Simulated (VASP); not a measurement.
Set up this calculation in VASP 6.6.1, as the native input.

```
Task                   : single point
Functional             : LDA
Potentials or basis    : VASP PAW LDA potentials, release 64 (In_d, Sb)
Cutoff                 : 520 eV
k mesh                 : 16 × 16 × 8
Occupations            : gaussian, width 0.15 eV
Spin                   : no spin polarisation
Dipole correction      : no
Further INCAR settings : ALGO = Normal; EDIFF = 1e-06; NBANDS = 16
```

The structure of InSb lies in POSCAR:

```
InSb
1.0
    2.7819669451      0.0000000000      0.0000000000
    0.0000000000      2.7819669451      0.0000000000
    0.0000000000      0.0000000000      5.9253113965
In Sb
1 1
Direct
    0.0000000000      0.0000000000      0.0000000000
    0.0000000000      0.0000000000      0.5000000000
```

One way to write it, as run:

INCAR

```
SYSTEM = InSb
PREC = Accurate
ENCUT = 520
EDIFF = 1E-6
ISMEAR = 0
SIGMA = 0.15
LREAL = .False.
LASPH = .True.
NELM = 80
ALGO = Normal
ISIF = 2
LWAVE = .False.
LCHARG = .True.
LELF = .True.
LVHAR = .True.
NBANDS = 16
```

KPOINTS

```
regular mesh
0
Gamma
  16 16 8
  0 0 0
```

Potentials or basis: VASP PAW LDA potentials, release 64 (In_d, Sb).

The run is started by

```console
$ cat potpaw_LDA.64/In_d/POTCAR potpaw_LDA.64/Sb/POTCAR > POTCAR
$ mpirun -np 1 vasp_std > vasp.out
```

It gave:

The pressure is 16.0 GPa and the band gap on the k mesh is zero (bands 9 and 10 overlap by 7.41 eV).

Caveat: the cell stands under pressure; spin-orbit coupling is left out, which moves the levels of the heavy elements.

It took 70 s on 1 thread of Intel(R) Xeon(R) Platinum 8375C CPU @ 2.90GHz (Ice Lake) (shared host), peak memory 0.29 GiB.
